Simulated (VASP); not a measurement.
Write the native input for VASP 6.6.1 that does the following.

* Task: relaxation of cell and atoms
* Functional: PBE
* Potentials or basis: VASP PAW PBE potentials, release 64 (Pt, Au)
* Cutoff: 600 eV
* k mesh: 2 × 2 × 2, shifted
* Occupations: gaussian, width 0.1 eV
* Spin: no spin polarisation
* Dipole correction: no
* Further INCAR settings: LREAL = Auto; ALGO = Fast; EDIFF = 1e-06; ISYM = 0; IBRION = 2; EDIFFG = -0.04; NSW = 70; ISIF = 3

The structure of Pt9Au7 lies in POSCAR:

```
Pt9Au7
1.0
   -4.0534492800      4.0534492800     -4.0534492800
    4.0534492800      4.0534492800      4.0534492800
    4.0534492800     -4.0534492800     -4.0534492800
Pt Au
9 7
Direct
    0.2518675286      0.0022827728      0.7462541564
    0.9942867376      0.2441595100      0.7474987148
    0.7510004651      0.5010890056      0.7599494805
    0.2495368035      0.2461214473      0.4991265027
    0.9967283636      0.4994279850      0.4999379986
    0.4996384197      0.2444713698      0.2433999026
    0.0012719191      0.0038138404      0.0043752871
    0.7528752753      0.2469617781      0.9997525181
    0.2511824757      0.7488245172      0.9994026647
    0.4951712449      0.9967596030      0.4969390898
    0.4995127892      0.7531519193      0.7540905741
    0.7541609109      0.9999305543      0.2555909931
    0.7546870516      0.7514922542      0.5033804572
    0.2530740180      0.5050571528      0.2528625118
    0.9996892799      0.7476231287      0.2457410316
    0.5012718738      0.5041960646      0.0047324114
```

These files were run (other wordings do the same):

INCAR

```
SYSTEM = Pt9Au7
  PREC = Accurate
  ENCUT = 600
  EDIFF = 1E-6
  ISMEAR = 0
  SIGMA = 0.1
  LREAL = Auto
  LASPH = .TRUE.
  NELM = 80
  ALGO = Fast
  ISIF = 3
  LWAVE = .FALSE.
  LCHARG = .FALSE.
  GGA = PE
  IBRION = 2
  NSW = 70
  EDIFFG = -0.04
  ISYM = 0
```

KPOINTS

```
Automatic mesh
0
Gamma
  2 2 2
  0.5 0.5 0.5
```

Potentials or basis: VASP PAW PBE potentials, release 64 (Pt, Au).

Command:

```sh
$ cat potpaw_PBE.64/Pt/POTCAR potpaw_PBE.64/Au/POTCAR > POTCAR
$ mpirun -np 1 vasp_std > vasp.out
```

Results of the run:

- Relaxed volume: 16.50 Å³/atom
- Relaxed cell: a = 6.985 Å, b = 7.016 Å, c = 6.984 Å, α = 109.06°, β = 110.05°, γ = 109.12°
- Space group after relaxing (to 0.1 Å): Fmm2 (No. 42)
- Energy gained by relaxing: 15.9 meV/atom
- Ionic steps: 11
- Pressure after relaxing: 0.0 GPa
- Largest force after relaxing: 0.034 eV/Å
- Band gap on the k mesh: zero (an odd number of electrons rules out a gap without spin polarisation)

Caveat: the k points lie up to 0.55 Å⁻¹ apart in the final cell, too coarse for converged energies and pressures of a metal; spin-orbit coupling is left out, which moves the levels of the heavy elements.

Wall time 14 min on 1 thread of AMD EPYC 9R45 96-Core Processor (Zen 5), with other jobs on the host, peak memory 0.5 GiB.
